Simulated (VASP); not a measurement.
Here is a VASP 6.6.1 calculation.

Contents of INCAR:

```
PREC     = Accurate       # precision mode
ENCUT    = 630            # plane-wave cutoff, eV
EDIFF    = 1E-6           # SCF threshold, eV
ISMEAR   = 0              # smearing method
SIGMA    = 0.05           # smearing width, eV
LREAL    = F              # projectors in reciprocal space
LASPH    = T              # aspherical terms in the spheres
NELM     = 120            # most SCF steps
ALGO     = Normal         # electronic algorithm
ISIF     = 2              # what is computed and relaxed
LWAVE    = F              # write WAVECAR
LCHARG   = F              # write CHGCAR
NBANDS   = 20             # bands
GGA_COMPAT= F
```

The input KPOINTS:

```
regular mesh
0
Gamma
  9 9 6
```

POSCAR

```
CdS
1.0
    4.2611695877      0.0000000000      0.0000000000
   -2.1305847939      3.6902811128      0.0000000000
    0.0000000000      0.0000000000      5.8041729400
Cd S
1 1
Direct
    0.0000000000      0.0000000000      0.4426919200
    0.6666666667      0.3333333333      0.4343080800
```

Potentials or basis: VASP PAW LDA potentials, release 64 (Cd_sv_GW, S).

The run is started by

```sh
$ cat potpaw_LDA.64/Cd_sv_GW/POTCAR potpaw_LDA.64/S/POTCAR > POTCAR
$ mpirun -np 1 vasp_std > vasp.out
```

Q: What does it give for the pressure?

A: -2.5 GPa.

Q: Estimate the largest force.

A: 0.026 eV/Å.

Stress tensor (GPa, compression positive):
```
-3.69  0.00  0.00
 0.00 -3.69  0.00
 0.00  0.00 -0.18
```
